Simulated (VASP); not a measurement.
# Ca: single point with r2SCAN

Ca:

```
Ca
1.0
     3.93647    0.00000    0.00000
    -1.96824    3.40909    0.00000
     0.00000    0.00000    6.47436
Ca
2
Direct
  0.33333 0.66667 0.25000
  0.66667 0.33333 0.75000
```

This isn't the form of Ca at room conditions, which is fcc.

```
Program                : VASP 6.6.1
Task                   : single point
Functional             : r2SCAN
Potentials or basis    : VASP PAW PBE potentials, release 64 (Ca_sv)
Cutoff                 : 550 eV
k mesh                 : 5 × 5 × 3
Occupations            : fermi-dirac, width 0.1 eV
Spin                   : no spin polarisation
Dipole correction      : no
Further INCAR settings : ALGO = Normal; EDIFF = 1e-06; NBANDS = 17
```

```json
{
  "Pressure": "0.1 GPa",
  "Band gap on the k mesh": "zero (bands 10 and 11 overlap by 0.46 eV)"
}
```

Stress tensor (GPa, compression positive):
```
0.16 0.00 0.00
0.00 0.16 0.00
0.00 0.00 0.07
```

Levels at points of the mesh, in eV from the Fermi level:
| k point | band 7 | band 8 | band 9 | band 10 | band 11 | band 12 | band 13 | band 14 |
| --- | --- | --- | --- | --- | --- | --- | --- | --- |
| (0.00, 0.00, 0.00) | -23.89 | -23.88 | -4.26 | -0.98 | -0.36 | 2.60 | 2.63 | 2.63 |

Run time: 2.1 min on 1 thread of Intel Xeon 8259CL, with other jobs on the host, peak memory 0.2 GiB.

Caveat: the k points lie up to 0.37 Å⁻¹ apart; the PAW data sets were made with another functional, which shifts forces and pressure a little.
